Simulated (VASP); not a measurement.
Write the native input for VASP 6.6.1 that does the following.

* Task: electric field gradients
* Functional: LDA
* Potentials or basis: VASP PAW LDA potentials, release 64 (Si, C)
* Cutoff: 520 eV
* k mesh: 10 × 10 × 6
* Occupations: fermi-dirac, width 0.02 eV
* Spin: no spin polarisation
* Dipole correction: no
* Further INCAR settings: ALGO = Normal; EDIFF = 1e-08; NBANDS = 16

The structure of SiC lies in POSCAR:

```
SiC
1.0
    3.0760000000      0.0000000000      0.0000000000
   -1.5380000000      2.6638941420      0.0000000000
    0.0000000000      0.0000000000      5.0480000000
Si C
2 2
Direct
    0.3333333333      0.6666666667      0.0044948860
    0.6666666667      0.3333333333      0.5044948860
    0.3333333333      0.6666666667      0.3805051140
    0.6666666667      0.3333333333      0.8805051140
```

One way to write it, as run:

INCAR

```
SYSTEM = SiC
ALGO = Normal
EDIFF = 1E-8
ENCUT = 520
GGA = CA
ISIF = 2
ISMEAR = -1
LASPH = .True.
LCHARG = .False.
LEFG = .True.
LREAL = .False.
LWAVE = .False.
NBANDS = 16
NELM = 60
PREC = Accurate
SIGMA = 0.02
```

KPOINTS

```
k-points
0
Gamma
  10 10 6
  0 0 0
```

Potentials or basis: VASP PAW LDA potentials, release 64 (Si, C).

Command:

```console
$ cat potpaw_LDA.64/Si/POTCAR potpaw_LDA.64/C/POTCAR > POTCAR
$ mpirun -np 1 vasp_std > vasp.out
```

It gave:

| Item | Value |
| --- | --- |
| Pressure | -3.9 GPa |
| Largest force | 0.014 eV/Å |
| Band gap on the k mesh | 2.31 eV (least direct gap 3.87 eV) |
| Largest electric field gradient by atom | Si +3.5; C +2.1 V/Å² |

Caveat: the cell stands under tension; without QUAD_EFG the Cq values of the log hold for a quadrupole moment of 1 mb, not for the nuclei.

Run time: 20 s on 1 thread of Intel(R) Xeon(R) Platinum 8488C (Sapphire Rapids), on a shared host, peak memory 0.15 GiB.
